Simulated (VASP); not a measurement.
Input of a VASP 6.6.1 run:

INCAR

```
PREC     = Accurate       # precision mode
ENCUT    = 500            # plane-wave cutoff, eV
EDIFF    = 1E-6           # SCF threshold, eV
ISMEAR   = 0              # smearing method
SIGMA    = 0.02           # smearing width, eV
LREAL    = F              # projectors in reciprocal space
LASPH    = T              # aspherical terms in the spheres
NELM     = 120            # most SCF steps
ALGO     = Normal         # electronic algorithm
ISIF     = 2              # what is computed and relaxed
LWAVE    = F              # write WAVECAR
LCHARG   = F              # write CHGCAR
NBANDS   = 11             # bands
GGA_COMPAT= F
```

KPOINTS

```
Automatic mesh
0
Gamma
  8 8 8
```

POSCAR

```
AlAs
1.0
    0.0000000000      2.8143769281      2.8143769281
    2.8143769281      0.0000000000      2.8143769281
    2.8143769281      2.8143769281      0.0000000000
Al As
1 1
Direct
    0.0000000000      0.0000000000      0.0000000000
    0.2500000000      0.2500000000      0.2500000000
```

Potentials or basis: VASP PAW LDA potentials, release 64 (Al, As).

Command:

```console
$ cat potpaw_LDA.64/Al/POTCAR potpaw_LDA.64/As/POTCAR > POTCAR
$ mpirun -np 1 vasp_std > vasp.out
```

What does it give for the band gap on the k mesh?

1.31 eV, indirect (least direct gap 2.02 eV).

What does it give for the pressure?

0.4 GPa.

A k mesh can miss the band edges. A hybrid or GW would open this gap; LDA tends to underestimate it.
